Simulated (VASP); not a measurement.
# Si (Fd-3m) in VASP: single point with B3LYP

Aim: the single point of Si with B3LYP.

All numbers are computed with VASP 6.6.1; they aren't measurements. Logs are shortened: lines on timing, memory, paths and dates and some standing lists are left out, and cuts for length are marked.

## 1. The cell of the first run

It takes space group Fd-3m (No. 227, cubic). The conventional cell has a = 5.427 Å, b = 5.427 Å, c = 5.427 Å, α = 90.00°, β = 90.00°, γ = 90.00°. Si (site symmetry -43m) has 4 Si at 2.35 Å within 3.1 Å.

## 2. Single point, B3LYP

The input, POSCAR:

```
Si
1.0
    0.0000000000      2.7135600000      2.7135600000
    2.7135600000      0.0000000000      2.7135600000
    2.7135600000      2.7135600000      0.0000000000
Si
2
Direct
    0.2500000000      0.2500000000      0.2500000000
    1.0000000000      1.0000000000      1.0000000000
```

The input, INCAR.step1:

```
SYSTEM = Si
PREC     = Accurate       ! precision mode
ENCUT    = 400            ! plane-wave cutoff, eV
EDIFF    = 1E-5           ! SCF threshold, eV
ISMEAR   = 0              ! smearing method
SIGMA    = 0.01           ! smearing width, eV
LREAL    = .False.        ! projectors in reciprocal space
LASPH    = .True.         ! aspherical terms in the spheres
NELM     = 120            ! most SCF steps
ALGO     = Normal         ! electronic algorithm
ISIF     = 2              ! what is computed and relaxed
LWAVE    = .True.         ! write WAVECAR
LCHARG   = .False.        ! write CHGCAR
GGA      = PE             ! functional
NBANDS   = 11             ! bands
GGA_COMPAT= .False.
```

The input, INCAR.step2:

```
SYSTEM = Si
PREC     = Accurate       ! precision mode
ENCUT    = 400            ! plane-wave cutoff, eV
EDIFF    = 1E-6           ! SCF threshold, eV
ISMEAR   = 0              ! smearing method
SIGMA    = 0.01           ! smearing width, eV
LREAL    = .False.        ! projectors in reciprocal space
LASPH    = .True.         ! aspherical terms in the spheres
NELM     = 120            ! most SCF steps
ALGO     = Normal         ! electronic algorithm
ISIF     = 2              ! what is computed and relaxed
LWAVE    = .False.        ! write WAVECAR
LCHARG   = .False.        ! write CHGCAR
GGA      = B3             ! functional
LHFCALC  = .True.         ! exact exchange
AEXX     = 0.2            ! exact-exchange fraction
AGGAX    = 0.72         
AGGAC    = 0.81         
ALDAC    = 0.19         
PRECFOCK = Normal       
ISTART   = 1            
NBANDS   = 11             ! bands
GGA_COMPAT= .False.
```

The input, KPOINTS:

```
Automatic mesh
0
Gamma
  4 4 4
  0 0 0
```

Potentials or basis: VASP PAW PBE potentials, release 64 (Si).

The run is started by

```bash
$ cat potpaw_PBE.64/Si/POTCAR > POTCAR
$ cp INCAR.step1 INCAR
$ mpirun -np 1 vasp_std > vasp.out
$ cp INCAR.step2 INCAR
$ mpirun -np 1 vasp_std > vasp.out
```

OUTCAR:

```text
SYSTEM = Si
   PREC = Accurate
   ENCUT = 400
   EDIFF = 1E-6
   ISMEAR = 0
   LREAL = .False.
   LASPH = .True.
   NELM = 120
   ISIF = 2
   GGA = B3
   LHFCALC = .True.
   AEXX = 0.2
   PRECFOCK = Normal
   ISTART = 1

 ion  position               nearest neighbor table
   1  0.250  0.250  0.250-   2 2.35   2 2.35   2 2.35   2 2.35
   2  0.000  0.000  0.000-   1 2.35   1 2.35   1 2.35   1 2.35

  LATTYP: Found a face centered cubic cell.
 ALAT       =     5.4271200000

  Lattice vectors:

 A1 = (   0.0000000000,   2.7135600000,   2.7135600000)
 A2 = (   2.7135600000,   0.0000000000,   2.7135600000)
 A3 = (   2.7135600000,   2.7135600000,   0.0000000000)

Analysis of symmetry for initial positions (statically):
=====================================================================
 Subroutine PRICEL returns:
 Original cell was already a primitive cell.

 Routine SETGRP: Setting up the symmetry group for a
 face centered cubic supercell.

 Subroutine GETGRP returns: Found 48 space group operations
 (whereof 24 operations were pure point group operations)
 out of a pool of 48 trial point group operations.

The static configuration has the point symmetry T_d .
 The point group associated with its full space group is O_h .

Analysis of symmetry for dynamics (positions and initial velocities):
=====================================================================
 Subroutine PRICEL returns:
 Original cell was already a primitive cell.

 Routine SETGRP: Setting up the symmetry group for a
 face centered cubic supercell.

 Subroutine GETGRP returns: Found 48 space group operations
 (whereof 24 operations were pure point group operations)
 out of a pool of 48 trial point group operations.

The dynamic configuration has the point symmetry T_d .
 The point group associated with its full space group is O_h .

 Subroutine INISYM returns: Found 48 space group operations
 (whereof 24 operations are pure point group operations),
 and found     1 'primitive' translations

----------------------------------------------------------------------------------------

                                     Primitive cell

  volume of cell :      39.9621

  direct lattice vectors                    reciprocal lattice vectors
     0.000000000  2.713560000  2.713560000    -0.184259792  0.184259792  0.184259792
     2.713560000  0.000000000  2.713560000     0.184259792 -0.184259792  0.184259792
     2.713560000  2.713560000  0.000000000     0.184259792  0.184259792 -0.184259792

  length of vectors
     3.837553354  3.837553354  3.837553354     0.319147321  0.319147321  0.319147321

  position of ions in fractional coordinates (direct lattice)
     0.250000000  0.250000000  0.250000000
     0.000000000  0.000000000  0.000000000

  ion indices of the primitive-cell ions
   primitive index   ion index
                 1           1
                 2           2

----------------------------------------------------------------------------------------

 KPOINTS: Automatic mesh

Automatic generation of k-mesh.
 Grid dimensions read from file:
 generate k-points for:    4    4    4

 Generating k-lattice:

  Cartesian coordinates                     Fractional coordinates (reciprocal lattice)
    -0.046064948  0.046064948  0.046064948     0.250000000  0.000000000  0.000000000
     0.046064948 -0.046064948  0.046064948     0.000000000  0.250000000  0.000000000
     0.046064948  0.046064948 -0.046064948     0.000000000  0.000000000  0.250000000

  Length of vectors
     0.079786830  0.079786830  0.079786830

  Shift w.r.t. Gamma in fractional coordinates (k-lattice)
     0.000000000  0.000000000  0.000000000

 Subroutine IBZKPT returns following result:
 ===========================================

 Found      8 irreducible k-points:

 Following reciprocal coordinates:
            Coordinates               Weight
  0.000000  0.000000  0.000000      1.000000
  0.250000  0.000000  0.000000      8.000000
  0.500000  0.000000  0.000000      4.000000
  0.250000  0.250000  0.000000      6.000000
  0.500000  0.250000  0.000000     24.000000
 -0.250000  0.250000  0.000000     12.000000
  0.500000  0.500000  0.000000      3.000000
 -0.250000  0.500000  0.250000      6.000000
   k-points           NKPTS =      8   k-points in BZ     NKDIM =     64   number of bands    NBANDS=     11
   number of dos      NEDOS =    301   number of ions     NIONS =      2
   total plane-waves  NPLWV =  21952
   dimension x,y,z NGX =    28 NGY =   28 NGZ =   28
   dimension x,y,z NGXF=    56 NGYF=   56 NGZF=   56
   ions per type =               2
   NGX,Y,Z   is equivalent  to a cutoff of  12.13, 12.13, 12.13 a.u.
   NGXF,Y,Z  is equivalent  to a cutoff of  24.26, 24.26, 24.26 a.u.
 SYSTEM =  Si
   PREC   = accura    normal or accurate (medium, high low for compatibility)
   ISTART =      1    job   : 0-new  1-cont  2-samecut
   ICHARG =      0    charge: 1-file 2-atom 10-const
   ISPIN  =      1    spin polarized calculation?
   LNONCOLLINEAR =      F non collinear calculations
   LSORBIT =      F    spin-orbit coupling
   LASPH  =      T    aspherical Exc in radial PAW
   ENCUT  =  400.0 eV  29.40 Ry    5.42 a.u.   6.26  6.26  6.26*2*pi/ulx,y,z
   NELM   =    120;   NELMIN=  2; NELMDL=  0     # of ELM steps
   EDIFF  = 0.1E-05   stopping-criterion for ELM
   LREAL  =      F    real-space projection
   EDIFFG = 0.1E-04   stopping-criterion for IOM
   NSW    =      0    number of steps for IOM
   IBRION =     -1    ionic relax: 0-MD 1-quasi-New 2-CG
   NFREE  =      0    steps in history (QN), initial steepest desc. (CG)
   ISIF   =      2    stress and relaxation
   ISYM   =      3    0-nonsym 1-usesym 2-fastsym
   POTIM  = 0.5000    time-step for ionic-motion
   TEBEG  =    0.0;   TEEND  =   0.0 temperature during run
   PSTRESS=    0.0 pullay stress
   NELECT =       8.0000    total number of electrons
   NUPDOWN=      -1.0000    fix difference up-down
   EMIN   =  10.00;   EMAX   =-10.00  energy-range for DOS
   EFERMI =   0.00;   METHOD = LEGACY
   ISMEAR =     0;   SIGMA  =   0.01  broadening in eV -4-tet -1-fermi 0-gaus
   EFERMI_NEDOS =   21; number of points for ismear=-14 and -15
   IALGO  =     38    algorithm
   IMIX   =      1    mixing-type and parameters
     AMIX     =   0.40;   BMIX     =  1.00
     AMIX_MAG =   1.60;   BMIX_MAG =  1.00
  volume/ion in A,a.u.               =      19.98       134.84
  Fermi-wavevector in a.u.,A,eV,Ry     =   0.957684  1.809760 12.478691  0.917158
  Thomas-Fermi vector in A             =   2.086724
   LORBIT       =      0    0 simple, 1 ext, 2 COOP (PROOUT), +10 PAW based schemes
   GGA     = B3    functional components
   LHFCALC =     T    Hartree Fock is set to
   PRECFOCK=normal    Normal, Fast or Accurate (Low or Medium for compatibility)
   ENCUT4O =  -1.0   cutoff for four orbital integrals eV
   NKREDX  =     1    reduce k-point grid by
   NKREDY  =     1    reduce k-point grid by
   NKREDZ  =     1    reduce k-point grid by
   AEXX    =    0.2000 exact exchange contribution
   HFSCREEN=    0.0000 screening length (either q_TF or 0.3 A-1)
   HFSCREENC=   0.0000 screening length for correlation (either q_TF or 0.3 A-1)
   ENCUTFOCK=  -1.0 apply spherical cutoff to Coloumb kernel
   IVDW    =     0    specifies the selected vdW correction
   LEPSILON=     F    determine dielectric tensor
   LRPA    =     F    only Hartree local field effects (RPA)
 non-spin polarized calculation
 Gauss-broadening in eV      SIGMA  =   0.01
  energy-cutoff  :      400.00
  volume of cell :       39.96
 maximum number of plane-waves:       740
 NGX is ok and might be reduce to    28
  NGX = 20; NGY = 20; NGZ = 20

 number of electron       8.0000001 magnetization

 Free energy of the ion-electron system (eV)
  ---------------------------------------------------
  ext. energy  EPLUGINS =         0.00000000
  ---------------------------------------------------
  free energy    TOTEN  =       -11.71860318 eV

  energy without entropy =      -11.71860318  energy(sigma->0) =      -11.71860318

 E-fermi :   5.5325     XC(G=0):  -7.3910

 val. band max:        5.4569178486   @ k =   0.0000   0.0000   0.0000
 cond. band min:       7.4931930734   @ k =   0.5000   0.5000   0.0000
 fundamental gap:      2.0362752248
 Fermi energy:         5.5324533829

 k-point     1 :       0.0000    0.0000    0.0000
  band No.  band energies     occupation
      1      -7.5168      2.00000
      2       5.4569      2.00000
      3       5.4569      2.00000
      4       5.4569      2.00000
      5       9.4007      0.00000
      6       9.4007      0.00000
      7       9.4007      0.00000
      8      10.2261      0.00000
      9      14.8735      0.00000
     10      14.8735      0.00000
     11      15.0279      0.00000

 k-point     2 :       0.2500    0.0000    0.0000
  band No.  band energies     occupation
      1      -6.6541      2.00000
      2       1.2924      2.00000
      3       4.6757      2.00000
      4       4.6757      2.00000
      5       8.8270      0.00000
      6      10.3951      0.00000
      7      10.3951      0.00000
      8      13.9325      0.00000
      9      14.3091      0.00000
     10      14.3091      0.00000
     11      16.1371      0.00000

 k-point     3 :       0.5000    0.0000    0.0000
  band No.  band energies     occupation
      1      -5.0108      2.00000
      2      -2.0302      2.00000
      3       4.1867      2.00000
      4       4.1867      2.00000
      5       8.3074      0.00000
      6      10.2536      0.00000
      7      10.2536      0.00000
      8      14.8685      0.00000
      9      17.8309      0.00000
     10      17.8309      0.00000
     11      18.6022      0.00000
[... 43 lines left out ...]
 k-point     7 :       0.5000    0.5000    0.0000
  band No.  band energies     occupation
      1      -3.0240      2.00000
      2      -3.0240      2.00000
      3       2.4349      2.00000
      4       2.4349      2.00000
      5       7.4932      0.00000
      6       7.4932      0.00000
      7      17.3973      0.00000
      8      17.3973      0.00000
      9      18.2196      0.00000
     10      18.2196      0.00000
     11      19.8903      0.00000

 k-point     8 :      -0.2500    0.5000    0.2500
  band No.  band energies     occupation
      1      -2.8560      2.00000
      2      -2.8560      2.00000
      3       1.4548      2.00000
      4       1.4548      2.00000
      5      11.1636      0.00000
      6      11.1636      0.00000
      7      12.0093      0.00000
      8      12.0093      0.00000
      9      17.8459      0.00000
     10      17.8459      0.00000
     11      20.3712      0.00000

------------------------ aborting loop because EDIFF is reached ----------------------------------------

  FORCE on cell =-STRESS in cart. coord.  units (eV):
  Direction    XX          YY          ZZ          XY          YZ          ZX
  --------------------------------------------------------------------------------------
  -------------------------------------------------------------------------------------
  Total        0.8768909      0.8768909      0.8768909     -0.0000000     -0.0000000      0.0000000
  in kB       35.1566788     35.1566788     35.1566788     -0.0000000     -0.0000000      0.0000000
  external PRESSURE =      35.1566788 kB  Pullay stress =       0.0000000 kB

 VOLUME and BASIS-vectors are now :
 -----------------------------------------------------------------------------
  energy-cutoff  :      400.00
  volume of cell :       39.96
      direct lattice vectors                 reciprocal lattice vectors
     0.000000000  2.713560000  2.713560000    -0.184259792  0.184259792  0.184259792
     2.713560000  0.000000000  2.713560000     0.184259792 -0.184259792  0.184259792
     2.713560000  2.713560000  0.000000000     0.184259792  0.184259792 -0.184259792

 POSITION                                       TOTAL-FORCE (eV/Angst)
 -----------------------------------------------------------------------------------
      1.35678      1.35678      1.35678         0.000000      0.000000      0.000000
      0.00000      0.00000      0.00000        -0.000000     -0.000000     -0.000000
 -----------------------------------------------------------------------------------
    total drift:                               -0.000000      0.000000     -0.000000

  FREE ENERGIE OF THE ION-ELECTRON SYSTEM (eV)
  ---------------------------------------------------
  free  energy   TOTEN  =       -11.7186031825 eV

  energy  without entropy=      -11.7186031825  energy(sigma->0) =      -11.71860318
```

Run time: 42 s. Hardware: 1 thread of AMD EPYC 9R45 (Zen 5), shared host; peak memory 0.11 GiB.

What came out:

```yaml
Free_energy: -11.7186 eV
Pressure: 3.5 GPa
Band_gap_on_the_k_mesh: 2.04 eV (least direct gap 3.94 eV)
```

Levels at points of the mesh, in eV from the valence-band top:
```
           k point  band 2  band 3  band 4  band 5  band 6  band 7
(0.00, 0.00, 0.00)    0.00    0.00    0.00    3.94    3.94    3.94
(0.50, 0.00, 0.00)   -7.49   -1.27   -1.27    2.85    4.80    4.80
(0.50, 0.50, 0.00)   -8.48   -3.02   -3.02    2.04    2.04   11.94
```

Caveat: the k points lie up to 0.50 Å⁻¹ apart; the PAW data sets were made with another functional, which shifts forces and pressure a little.
